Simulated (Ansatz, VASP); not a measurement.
**One calculation of MoS2, two programs**

File INCAR:

```
SYSTEM = MoS2
PREC = Accurate
ENCUT = 520
EDIFF = 1E-7
ISMEAR = 0
SIGMA = 0.15
LREAL = .False.
LASPH = .True.
NELM = 80
ALGO = Normal
ISIF = 2
LWAVE = .False.
LCHARG = .True.
GGA = PS
LELF = .True.
LVHAR = .True.
NBANDS = 20
```

File KPOINTS:

```
Automatic mesh
0
Gamma
  18 18 8
  0 0 0
```

The input POSCAR:

```
MoS2
1.0
    3.1411847469      0.0000000000      0.0000000000
   -1.5705923735      2.7203457888      0.0000000000
    0.0000000000      0.0000000000      6.1247114470
Mo S
1 2
Direct
    0.0000000000      0.0000000000      0.5000000000
    0.3333333333      0.6666666667      0.2614716437
    0.6666666667      0.3333333333      0.7793466059
```

Input for Ansatz:

```yaml
crystal:
  lattice:
    - [3.1411847469, 0.0, 0.0]
    - [-1.5705923735, 2.7203457888, 0.0]
    - [0.0, 0.0, 6.124711447]
  atoms:
    - { symbol: Mo, position: [0.0, 0.0, 0.5] }
    - { symbol: S, position: [0.3333333333, 0.6666666667, 0.2614716437] }
    - { symbol: S, position: [0.6666666667, 0.3333333333, 0.7793466059] }
basis:
  ecutwfc: 420
kpoints:
  mp_grid: { grid: [18, 18, 8] }
hamiltonian:
  xc: pbesol
scf:
  occupations: { method: gaussian, width: 0.15 }
output:
  forces: true
  stress: true
  eigenvalues: true
```

Change from the starting cell: all S atoms moved +0.125 Å, as atom 2 along Cartesian [0 0 1].

Alike in both runs: task single point; functional PBEsol; k mesh 18 × 18 × 8; occupations gaussian, width 0.15 eV; no spin polarisation.

```csv
,VASP,Ansatz
version,VASP 6.6.1,Ansatz 0.2.0
potentials or method,"VASP PAW PBE potentials, release 64 (Mo_sv, S), cutoff 520 eV","scalar-relativistic, plane waves, PAW"
valence electrons in the cell,26,26
```

Ansatz gave:

```
gap on the k mesh at the Fermi level (eV)                     : none
pressure (GPa)                                                : 1.3
traceless stress, the component that is largest in VASP (GPa) : -0.26
rms of the force components (eV/Å)                            : 1.130
```

Question: What did VASP give for the same quantities?

Answer: gap on the k mesh at the Fermi level (eV): none; pressure (GPa): 1.3; traceless stress, the component that is largest in VASP (GPa): -0.23; rms of the force components (eV/Å): 1.133.

VASP's potentials were made for PBE, not for PBEsol. Atom by atom the forces differ by 0.003 eV/Å (rms over components). A gap of «none» marks a metal or a gap that the smearing closes.
